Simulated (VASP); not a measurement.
# HgTe (Cmcm) in VASP: notebook

The runs below take HgTe through single point, with PBE.

All numbers are computed with VASP 6.6.1; they aren't measurements. Logs are shortened: lines on timing, memory, paths and dates and some standing lists are left out, and cuts for length are marked.

## Step 1: The cell of the first run

Symmetry: Cmcm, No. 63, orthorhombic system. The conventional cell has a = 6.081 Å, b = 6.783 Å, c = 5.878 Å, α = 90.00°, β = 90.00°, γ = 90.00°. Hg (site symmetry m2m) has 6 Te at 2.98 to 3.81 Å and 2 Hg at 3.72 Å within 3.9 Å. Within 3.9 Å of Te (site symmetry m2m) lie 6 Hg at 2.98 to 3.81 Å.

## Step 2: Single point, PBE (strain +0.0250 x Voigt [1, -1, 0, 0, 0, 0])

File INCAR:

```
ALGO = Normal ; EDIFF = 1E-6
ENCUT = 520 ; GGA = PE
ISIF = 2 ; ISMEAR = 0
LASPH = True ; LCHARG = False
LREAL = False ; LWAVE = False
NBANDS = 26 ; NELM = 100
PREC = Accurate ; SIGMA = 0.15
```

File KPOINTS:

```
k-points
0
Gamma
  10 10 8
```

File POSCAR:

```
HgTe
1.0
    3.0405903804     -3.3914282315      0.0000000000
    3.0405903804      3.3914282315      0.0000000000
    0.0000000000      0.0000000000      5.8781768394
Hg Te
2 2
Direct
    0.3319444959      0.6680555041      0.7500000000
    0.6680555041      0.3319444959      0.2500000000
    0.7707545029      0.2292454971      0.7500000000
    0.2292454971      0.7707545029      0.2500000000
```

Potentials or basis: VASP PAW PBE potentials, release 64 (Hg, Te).

Run with:

```bash
cat potpaw_PBE.64/Hg/POTCAR potpaw_PBE.64/Te/POTCAR > POTCAR
mpirun -np 1 vasp_std > vasp.out
```

OUTCAR:

```text
EDIFF = 1E-6
   ENCUT = 520
   GGA = PE
   ISIF = 2
   ISMEAR = 0
   LASPH = True
   LREAL = False
   NELM = 100
   PREC = Accurate

 ion  position               nearest neighbor table
   1  0.332  0.668  0.750-   3 2.98   4 3.02   4 3.02   3 3.07   3 3.07   2 3.72   2 3.72
   2  0.668  0.332  0.250-   4 2.98   3 3.02   3 3.02   4 3.07   4 3.07   1 3.72   1 3.72
   3  0.771  0.229  0.750-   1 2.98   2 3.02   2 3.02   1 3.07   1 3.07
   4  0.229  0.771  0.250-   2 2.98   1 3.02   1 3.02   2 3.07   2 3.07

  LATTYP: Found a base centered orthorhombic cell.
 ALAT       =     6.0811807608
 B/A-ratio  =     1.1153847797
 C/A-ratio  =     0.9666176801

  Lattice vectors:

 A1 = (   3.0405903804,  -3.3914282315,   0.0000000000)
 A2 = (   3.0405903804,   3.3914282315,   0.0000000000)
 A3 = (   0.0000000000,   0.0000000000,   5.8781768394)

Analysis of symmetry for initial positions (statically):
=====================================================================
 Subroutine PRICEL returns:
 Original cell was already a primitive cell.

 Routine SETGRP: Setting up the symmetry group for a
 base centered orthorhombic supercell.

 Subroutine GETGRP returns: Found  8 space group operations
 (whereof  4 operations were pure point group operations)
 out of a pool of  8 trial point group operations.

The static configuration has the point symmetry C_2h.
 The point group associated with its full space group is D_2h.

Analysis of symmetry for dynamics (positions and initial velocities):
=====================================================================
 Subroutine PRICEL returns:
 Original cell was already a primitive cell.

 Routine SETGRP: Setting up the symmetry group for a
 base centered orthorhombic supercell.

 Subroutine GETGRP returns: Found  8 space group operations
 (whereof  4 operations were pure point group operations)
 out of a pool of  8 trial point group operations.

The dynamic configuration has the point symmetry C_2h.
 The point group associated with its full space group is D_2h.

 Subroutine INISYM returns: Found  8 space group operations
 (whereof  4 operations are pure point group operations),
 and found     1 'primitive' translations

----------------------------------------------------------------------------------------

                                     Primitive cell

  volume of cell :     121.2309

  direct lattice vectors                    reciprocal lattice vectors
     3.040590380 -3.391428231  0.000000000     0.164441749 -0.147430512  0.000000000
     3.040590380  3.391428231  0.000000000     0.164441749  0.147430512  0.000000000
     0.000000000  0.000000000  5.878176839     0.000000000  0.000000000  0.170120775

  length of vectors
     4.554884775  4.554884775  5.878176839     0.220854804  0.220854804  0.170120775

  position of ions in fractional coordinates (direct lattice)
     0.331944496  0.668055504  0.750000000
     0.668055504  0.331944496  0.250000000
     0.770754503  0.229245497  0.750000000
     0.229245497  0.770754503  0.250000000

  ion indices of the primitive-cell ions
   primitive index   ion index
                 1           1
                 2           2
                 3           3
                 4           4

----------------------------------------------------------------------------------------

 KPOINTS: k-points

Automatic generation of k-mesh.
 Grid dimensions read from file:
 generate k-points for:   10   10    8

 Generating k-lattice:

  Cartesian coordinates                     Fractional coordinates (reciprocal lattice)
     0.016444175 -0.014743051  0.000000000     0.100000000  0.000000000  0.000000000
     0.016444175  0.014743051  0.000000000     0.000000000  0.100000000  0.000000000
     0.000000000  0.000000000  0.021265097     0.000000000  0.000000000  0.125000000

  Length of vectors
     0.022085480  0.022085480  0.021265097

  Shift w.r.t. Gamma in fractional coordinates (k-lattice)
     0.000000000  0.000000000  0.000000000

 Subroutine IBZKPT returns following result:
 ===========================================

 Found    155 irreducible k-points:

 Following reciprocal coordinates:
            Coordinates               Weight
  0.000000  0.000000  0.000000      1.000000
  0.100000  0.000000  0.000000      4.000000
  0.200000  0.000000  0.000000      4.000000
  0.300000 -0.000000  0.000000      4.000000
  0.400000 -0.000000  0.000000      4.000000
  0.500000 -0.000000  0.000000      2.000000
[... 16 lines left out ...]
  0.300000  0.300000  0.000000      2.000000
  0.400000  0.300000  0.000000      4.000000
 [... further k-points ...]
   k-points           NKPTS =    155   k-points in BZ     NKDIM =    155   number of bands    NBANDS=     26
   number of dos      NEDOS =    301   number of ions     NIONS =      4
   total plane-waves  NPLWV =  62208
   dimension x,y,z NGX =    36 NGY =   36 NGZ =   48
   dimension x,y,z NGXF=    72 NGYF=   72 NGZF=   96
   ions per type =               2   2
   NGX,Y,Z   is equivalent  to a cutoff of  13.14, 13.14, 13.58 a.u.
   NGXF,Y,Z  is equivalent  to a cutoff of  26.28, 26.28, 27.15 a.u.
 SYSTEM =  unknown system
   PREC   = accura    normal or accurate (medium, high low for compatibility)
   ISTART =      0    job   : 0-new  1-cont  2-samecut
   ICHARG =      2    charge: 1-file 2-atom 10-const
   ISPIN  =      1    spin polarized calculation?
   LNONCOLLINEAR =      F non collinear calculations
   LSORBIT =      F    spin-orbit coupling
   LASPH  =      T    aspherical Exc in radial PAW
   ENCUT  =  520.0 eV  38.22 Ry    6.18 a.u.   8.47  8.47 10.93*2*pi/ulx,y,z
   NELM   =    100;   NELMIN=  2; NELMDL= -5     # of ELM steps
   EDIFF  = 0.1E-05   stopping-criterion for ELM
   LREAL  =      F    real-space projection
   EDIFFG = 0.1E-04   stopping-criterion for IOM
   NSW    =      0    number of steps for IOM
   IBRION =     -1    ionic relax: 0-MD 1-quasi-New 2-CG
   NFREE  =      0    steps in history (QN), initial steepest desc. (CG)
   ISIF   =      2    stress and relaxation
   ISYM   =      2    0-nonsym 1-usesym 2-fastsym
   POTIM  = 0.5000    time-step for ionic-motion
   TEBEG  =    0.0;   TEEND  =   0.0 temperature during run
   PSTRESS=    0.0 pullay stress
   NELECT =      36.0000    total number of electrons
   NUPDOWN=      -1.0000    fix difference up-down
   EMIN   =  10.00;   EMAX   =-10.00  energy-range for DOS
   EFERMI =   0.00;   METHOD = LEGACY
   ISMEAR =     0;   SIGMA  =   0.15  broadening in eV -4-tet -1-fermi 0-gaus
   EFERMI_NEDOS =   21; number of points for ismear=-14 and -15
   IALGO  =     38    algorithm
   IMIX   =      4    mixing-type and parameters
     AMIX     =   0.40;   BMIX     =  1.00
     AMIX_MAG =   1.60;   BMIX_MAG =  1.00
  volume/ion in A,a.u.               =      30.31       204.53
  Fermi-wavevector in a.u.,A,eV,Ry     =   1.092206  2.063970 16.230583  1.192914
  Thomas-Fermi vector in A             =   2.228467
   LORBIT       =      0    0 simple, 1 ext, 2 COOP (PROOUT), +10 PAW based schemes
   GGA     = PE    functional components
   LHFCALC =     F    Hartree Fock is set to
   AEXX    =    0.0000 exact exchange contribution
   IVDW    =     0    specifies the selected vdW correction
   LEPSILON=     F    determine dielectric tensor
   LRPA    =     F    only Hartree local field effects (RPA)
 non-spin polarized calculation
 Gauss-broadening in eV      SIGMA  =   0.15
  energy-cutoff  :      520.00
  volume of cell :      121.23
 maximum number of plane-waves:      3304
 NGX is ok and might be reduce to    36
   NGX = 17   NGY = 17   NGZ = 21

 number of electron      35.9999999 magnetization

 Free energy of the ion-electron system (eV)
  ---------------------------------------------------
  ext. energy  EPLUGINS =         0.00000000
  ---------------------------------------------------
  free energy    TOTEN  =        -6.62978473 eV

  energy without entropy =       -6.61113282  energy(sigma->0) =       -6.62045878

 E-fermi :   3.6879     XC(G=0):  -9.5324

 val. band max:        3.6777965127   @ k =   0.4000   0.1000   0.3750
 cond. band min:       3.7040469867   @ k =  -0.3000   0.3000   0.1250
 fundamental gap:      0.0262504740
 Fermi energy:         3.6878688878

 k-point     1 :       0.0000    0.0000    0.0000
  band No.  band energies     occupation
      1      -7.9901      2.00000
      2      -6.9649      2.00000
      3      -2.9791      2.00000
      4      -2.8980      2.00000
      5      -2.8749      2.00000
      6      -2.8547      2.00000
[... 18 lines left out ...]
     25      10.7996      0.00000
     26      11.0467      0.00000

 k-point     2 :       0.1000    0.0000    0.0000
  band No.  band energies     occupation
      1      -7.9451      2.00000
      2      -6.9568      2.00000
      3      -3.0016      2.00000
      4      -2.9098      2.00000
      5      -2.9008      2.00000
      6      -2.8417      2.00000
[... 18 lines left out ...]
     25      10.7682      0.00000
     26      11.2783      0.00000

 k-point     3 :       0.2000    0.0000    0.0000
  band No.  band energies     occupation
      1      -7.8159      2.00000
      2      -6.9435      2.00000
      3      -3.0538      2.00000
      4      -2.9556      2.00000
      5      -2.9085      2.00000
      6      -2.8218      2.00000
[... 18 lines left out ...]
     25      10.6293      0.00000
     26      10.8796      0.00000

 k-point     4 :       0.3000   -0.0000    0.0000
  band No.  band energies     occupation
      1      -7.6211      2.00000
      2      -6.9548      2.00000
      3      -3.1055      2.00000
      4      -2.9935      2.00000
      5      -2.9196      2.00000
      6      -2.8608      2.00000
[... 18 lines left out ...]
     25      10.2897      0.00000
     26      11.0644      0.00000
[... 496 lines left out ...]
      1      -7.7358      2.00000
      2      -6.9514      2.00000
      3      -3.0489      2.00000
      4      -2.8957      2.00000
      5      -2.8893      2.00000
      6      -2.8492      2.00000
[... 18 lines left out ...]
     25      10.1159      0.00000
     26      11.2278      0.00000

 k-point    23 :       0.3000    0.3000    0.0000
  band No.  band energies     occupation
      1      -7.2937      2.00000
      2      -7.0374      2.00000
      3      -3.0122      2.00000
      4      -2.9952      2.00000
      5      -2.9788      2.00000
      6      -2.8366      2.00000
[... 18 lines left out ...]
     25      10.4281      0.00000
     26      10.4706      0.00000

 k-point    24 :       0.4000    0.3000    0.0000
  band No.  band energies     occupation
      1      -7.1653      2.00000
      2      -7.1270      2.00000
      3      -2.9797      2.00000
      4      -2.9471      2.00000
      5      -2.8685      2.00000
      6      -2.8581      2.00000
[... 18 lines left out ...]
     25      11.0155      0.00000
     26      11.3180      0.00000

 [... further k-points ...]
[... 5 lines left out ...]
  --------------------------------------------------------------------------------------
  -------------------------------------------------------------------------------------
  Total       -1.0755041      0.5002475      0.1091928      0.0000000     -0.0000000      0.0000000
  in kB      -14.2137758      6.6112314      1.4430834      0.0000000     -0.0000000      0.0000000
  external PRESSURE =      -2.0531537 kB  Pullay stress =       0.0000000 kB

 VOLUME and BASIS-vectors are now :
 -----------------------------------------------------------------------------
  energy-cutoff  :      520.00
  volume of cell :      121.23
      direct lattice vectors                 reciprocal lattice vectors
     3.040590380 -3.391428231  0.000000000     0.164441749 -0.147430512  0.000000000
     3.040590380  3.391428231  0.000000000     0.164441749  0.147430512  0.000000000
     0.000000000  0.000000000  5.878176839     0.000000000  0.000000000  0.170120775

 POSITION                                       TOTAL-FORCE (eV/Angst)
 -----------------------------------------------------------------------------------
      3.04059      1.13990      4.40863         0.000000      0.116840      0.000000
      3.04059     -1.13990      1.46954         0.000000     -0.116840     -0.000000
      3.04059     -1.83649      4.40863         0.000000     -0.128789      0.000000
      3.04059      1.83649      1.46954         0.000000      0.128789      0.000000
 -----------------------------------------------------------------------------------
    total drift:                                0.000000     -0.000000      0.000000

  FREE ENERGIE OF THE ION-ELECTRON SYSTEM (eV)
  ---------------------------------------------------
  free  energy   TOTEN  =        -6.6297847326 eV

  energy  without entropy=       -6.6111328235  energy(sigma->0) =       -6.62045878
```

Run time: 2.7 min. Hardware: 1 thread of Intel Xeon 6975P-C (Granite Rapids), shared host; peak memory 0.55 GiB.

Results:

- Free energy: -6.6298 eV
- Pressure: -0.2 GPa
- Largest force: 0.129 eV/Å
- Band gap on the k mesh: zero (band 18 reaches 4.15 eV, above the bottom of band 19 at 2.06 eV)

Forces on the atoms (eV/Å):
```
Hg   0.000  0.117  0.000
Hg   0.000 -0.117  0.000
Te   0.000 -0.129  0.000
Te   0.000  0.129  0.000
```

Stress tensor (GPa, compression positive):
```
-1.42  0.00  0.00
 0.00  0.66  0.00
 0.00  0.00  0.14
```

Caveat: the cell differs from its parent crystal (strain +0.0250 x Voigt [1, -1, 0, 0, 0, 0]); spin-orbit coupling is left out, which moves the levels of the heavy elements.

## Step 3: Single point, PBE (strain -0.0250 x Voigt [1, -1, 0, 0, 0, 0])

File INCAR:

```
SYSTEM = HgTe
PREC     = Accurate       ! precision mode
ENCUT    = 520            ! plane-wave cutoff, eV
EDIFF    = 1E-7           ! SCF threshold, eV
ISMEAR   = 0              ! smearing method
SIGMA    = 0.15           ! smearing width, eV
LREAL    = .False.        ! projectors in reciprocal space
LASPH    = .True.         ! aspherical terms in the spheres
NELM     = 80             ! most SCF steps
ALGO     = Normal         ! electronic algorithm
ISIF     = 2              ! what is computed and relaxed
LWAVE    = .False.        ! write WAVECAR
LCHARG   = .False.        ! write CHGCAR
GGA      = PE             ! functional
NBANDS   = 26             ! bands
```

File KPOINTS:

```
regular mesh
0
Gamma
  10 10 8
  0 0 0
```

Changes to POSCAR since step 2:

```diff
@@ -2,4 +2,4 @@
 1.0
-    3.0405903804     -3.3914282315      0.0000000000
-    3.0405903804      3.3914282315      0.0000000000
+    2.8922688984     -3.5653476279      0.0000000000
+    2.8922688984      3.5653476279      0.0000000000
     0.0000000000      0.0000000000      5.8781768394
```

Potentials or basis: VASP PAW PBE potentials, release 64 (Hg, Te).

Run with:

```bash
cat potpaw_PBE.64/Hg/POTCAR potpaw_PBE.64/Te/POTCAR > POTCAR
mpirun -np 1 vasp_std > vasp.out
```

Wall time 3.5 min (1 thread of Intel Xeon 6975P-C (Granite Rapids), shared host); peak memory 0.54 GiB.

The run converged. Its results:

| Property | Result |
| --- | --- |
| Free energy | -6.6227 eV |
| Pressure | 0.8 GPa |
| Largest force | 0.107 eV/Å |
| Band gap on the k mesh | zero (band 18 reaches 4.36 eV, above the bottom of band 19 at 2.26 eV) |

Forces in eV/Å, atoms in the order of the input:
```
Hg   0.000 -0.092  0.000
Hg   0.000  0.092  0.000
Te   0.000  0.107  0.000
Te   0.000 -0.107  0.000
```

Stress tensor (GPa, compression positive):
```
 2.38  0.00  0.00
 0.00 -0.44  0.00
 0.00  0.00  0.41
```

Levels at points of the mesh, in eV from the Fermi level:
```tsv
k point	band 15	band 16	band 17	band 18	band 19	band 20	band 21	band 22
(0.00, 0.00, 0.00)	-2.65	-2.07	-1.07	-0.49	-0.40	-0.11	4.29	4.97
(0.50, 0.00, 0.00)	-2.44	-1.92	-0.80	-0.77	1.78	2.85	3.15	4.41
(0.50, 0.50, 0.00)	-2.45	-2.07	-1.84	-1.80	-1.52	-1.10	3.56	5.47
(0.00, 0.00, 0.50)	-1.95	-1.95	-0.87	-0.87	1.32	1.32	4.66	4.66
(0.50, 0.00, 0.50)	-0.94	-0.94	0.49	0.49	2.03	2.03	3.94	3.94
(0.50, 0.50, 0.50)	-2.93	-2.93	-2.80	-2.80	2.02	2.02	5.48	5.48
```

Caveat: the cell differs from its parent crystal (strain -0.0250 x Voigt [1, -1, 0, 0, 0, 0]); spin-orbit coupling is left out, which moves the levels of the heavy elements.
